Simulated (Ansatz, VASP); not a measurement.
## Ta: VASP beside Ansatz

File INCAR:

```
ALGO = Normal
EDIFF = 1E-6
ENCUT = 520
GGA = PE
ISIF = 2
ISMEAR = 0
LASPH = True
LCHARG = False
LREAL = False
LWAVE = False
NBANDS = 24
NELM = 100
PREC = Accurate
SIGMA = 0.1
```

Contents of KPOINTS:

```
k-points
0
Gamma
  6 6 6
```

The input POSCAR:

```
Ta
1.0
    4.5326751700      0.0000000000      0.0000000000
   -2.2663375900      3.9254118500      0.0000000000
    0.0000000000      0.0000000000      3.0289321400
Ta
3
Direct
    0.3333333300      0.6666666700      0.2715580700
    0.0000000000      0.0000000000      0.5000000000
    0.6666666700      0.3333333300      0.7284419300
```

Input for Ansatz:

```yaml
crystal:
  lattice:
    - [4.53267517, 0.0, 0.0]
    - [-2.26633759, 3.92541185, 0.0]
    - [0.0, 0.0, 3.02893214]
  atoms:
    - { symbol: Ta, position: [0.33333333, 0.66666667, 0.27155807] }
    - { symbol: Ta, position: [0.0, 0.0, 0.5] }
    - { symbol: Ta, position: [0.66666667, 0.33333333, 0.72844193] }
basis:
  ecutwfc: 420
kpoints:
  mp_grid: { grid: [6, 6, 6] }
hamiltonian:
  xc: pbe
scf:
  occupations: { method: gaussian, width: 0.1 }
  lower_state_search: "off"
output:
  forces: true
  stress: true
  eigenvalues: true
```

Alike in both runs: task single point; functional PBE; k mesh 6 × 6 × 6; occupations gaussian, width 0.1 eV; no spin polarisation.

```csv
,VASP,Ansatz
version,VASP 6.6.1,Ansatz 0.2.0
potentials or method,"VASP PAW PBE potentials, release 64 (Ta_pv), cutoff 520 eV","scalar-relativistic, plane waves, PAW"
valence electrons in the cell,33,39
```

VASP gave:

| Property | Result |
| --- | --- |
| gap on the k mesh at the Fermi level (eV) | none |
| pressure (GPa) | 9.4 |
| traceless stress, the component that is largest in VASP (GPa) | -13.60 |
| rms of the force components (eV/Å) | 0.848 |

Question: Estimate Ansatz's values.

Answer: gap on the k mesh at the Fermi level (eV): none; pressure (GPa): 9.2; traceless stress, the component that is largest in VASP (GPa): -13.54; rms of the force components (eV/Å): 0.849.

Atom by atom the forces differ by 0.000 eV/Å (rms over components). A gap of «none» marks a metal or a gap that the smearing closes. VASP's potentials hold 33 valence electrons a cell and Ansatz's 39, so a difference there can come from the potentials and not from the codes.

Spin-orbit coupling is off throughout.
